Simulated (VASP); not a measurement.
## Mn: single point with r2SCAN

Crystal: Mn.

```xyz
4
Lattice="3.6672 0.0000 0.0000 -1.8336 3.1759 0.0000 0.0000 0.0000 4.2909" Properties=species:S:1:pos:R:3 pbc="T T T"
Mn    0.0000    0.0000    1.0727
Mn    0.0000    0.0000    3.2181
Mn    0.0000    2.1173    3.2181
Mn    1.8336    1.0586    1.0727
```

```yaml
Program: VASP 6.6.1
Task: single point
Functional: r2SCAN
Potentials_or_basis: VASP PAW PBE potentials, release 64 (Mn_pv)
Cutoff: 520 eV
k_mesh: 15 × 15 × 12
Occupations: gaussian, width 0.1 eV
Spin: no spin polarisation
Dipole_correction: no
Further_INCAR_settings: ALGO = Normal; EDIFF = 1e-06; NBANDS = 34
```

```
Pressure               : 1.2 GPa
Band gap on the k mesh : zero (band 26 reaches 9.23 eV, above the bottom of band 27 at 8.05 eV)
```

Stress tensor (GPa, compression positive):
```
1.40 0.00 0.00
0.00 1.40 0.00
0.00 0.00 0.66
```

Levels at points of the mesh, in eV from the Fermi level:
| k point | band 22 | band 23 | band 24 | band 25 | band 26 | band 27 | band 28 | band 29 | band 30 | band 31 |
| --- | --- | --- | --- | --- | --- | --- | --- | --- | --- | --- |
| (0.00, 0.00, 0.00) | -1.46 | -1.46 | -1.06 | -1.06 | -0.74 | -0.74 | -0.24 | -0.21 | 0.97 | 0.97 |
| (0.00, 0.00, 0.50) | -1.64 | -1.64 | -1.64 | -0.59 | -0.59 | -0.59 | -0.59 | 0.25 | 0.25 | 0.63 |

Wall time 15 min on 1 thread of Intel(R) Xeon(R) Platinum 8488C (Sapphire Rapids), with other jobs on the host, peak memory 0.33 GiB.

Caveat: the PAW data sets were made with another functional, which shifts forces and pressure a little; the run has no spin polarisation, though such a crystal can be magnetic. Spin polarisation is off, so any magnetic state and its effect on volume and gap are missing.
